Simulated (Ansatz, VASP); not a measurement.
Two plane-wave programs on Ta

```
Ta
1.0
    -1.65128    1.65128    1.65128
     1.65128   -1.65128    1.65128
     3.30256    3.30256    0.00000
Ta
2
Direct
  0.01606 0.98394 0.00000
  0.48394 0.51606 0.50000
```

Change from the starting cell: mode 4 (90.6 1/cm) frozen in, largest displacement +0.075 Å.

Alike in both runs: task single point; functional PBEsol; k mesh 18 × 18 × 10; occupations gaussian, width 0.15 eV; no spin polarisation.

```csv
,VASP,Ansatz
version,VASP 6.6.1,Ansatz 0.2.0
potentials or method,"VASP PAW PBE potentials, release 64 (Ta_pv), cutoff 520 eV","scalar-relativistic, plane waves, PAW"
valence electrons in the cell,22,26
```

|  | VASP | Ansatz | Ansatz less VASP |
| --- | --- | --- | --- |
| gap on the k mesh at the Fermi level (eV) | none | none | - |
| pressure (GPa) | -3.4 | -3.6 | -0.15 |
| traceless stress, the component that is largest in VASP (GPa) | 0.07 | 0.07 | -0.001 |
| rms of the force components (eV/Å) | 0.234 | 0.234 | +0.0001 |

VASP's potentials were made for PBE, not for PBEsol. Atom by atom the forces differ by 0.000 eV/Å (rms over components). A gap of «none» marks a metal or a gap that the smearing closes. VASP's potentials hold 22 valence electrons a cell and Ansatz's 26, so a difference there can come from the potentials and not from the codes.

Spin-orbit coupling is off throughout.
